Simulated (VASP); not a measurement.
**MoW2: single point with PBE**

Crystal: MoW2.

```
CELL_PARAMETERS angstrom
4.50323 0.00000 0.00000
-2.25162 3.89992 0.00000
0.00000 0.00000 2.73545
ATOMIC_POSITIONS crystal
Mo 0.00000 0.00000 0.50000
W 0.33333 0.66667 0.83096
W 0.66667 0.33333 0.16904
```

```yaml
Program: VASP 6.6.1
Task: single point
Functional: PBE
Potentials_or_basis: VASP PAW PBE potentials, release 64 (Mo_sv, W_sv)
Cutoff: 520 eV
k_mesh: 6 × 6 × 6
Occupations: gaussian, width 0.1 eV
Spin: no spin polarisation
Dipole_correction: no
Further_INCAR_settings: ALGO = Normal; EDIFF = 1e-06; NBANDS = 28
```

```json
{"Pressure": "0.6 GPa", "Band gap on the k mesh": "zero (bands 21 and 22 overlap by 3.33 eV)"}
```

Stress tensor (GPa, compression positive):
```
0.67 0.00 0.00
0.00 0.67 0.00
0.00 0.00 0.41
```

Levels at points of the mesh, in eV from the Fermi level:
| k point | band 19 | band 20 | band 21 | band 22 | band 23 | band 24 |
| --- | --- | --- | --- | --- | --- | --- |
| (0.00, 0.00, 0.00) | -2.40 | -1.30 | -1.18 | -1.18 | 1.87 | 1.87 |
| (0.50, 0.00, 0.00) | -2.39 | -2.30 | 0.93 | 0.94 | 1.35 | 1.80 |
| (0.00, 0.00, 0.50) | -3.19 | -3.19 | 2.16 | 2.16 | 2.82 | 2.82 |
| (0.50, 0.00, 0.50) | -1.91 | -1.76 | 1.02 | 1.22 | 1.68 | 1.94 |

It took 55 s on 1 thread of Intel(R) Xeon(R) Platinum 8375C CPU @ 2.90GHz (Ice Lake) (shared host), peak memory 0.19 GiB.

Caveat: the k points lie up to 0.38 Å⁻¹ apart, too coarse for converged energies and pressures of a metal; spin-orbit coupling is left out, which moves the levels of the heavy elements.
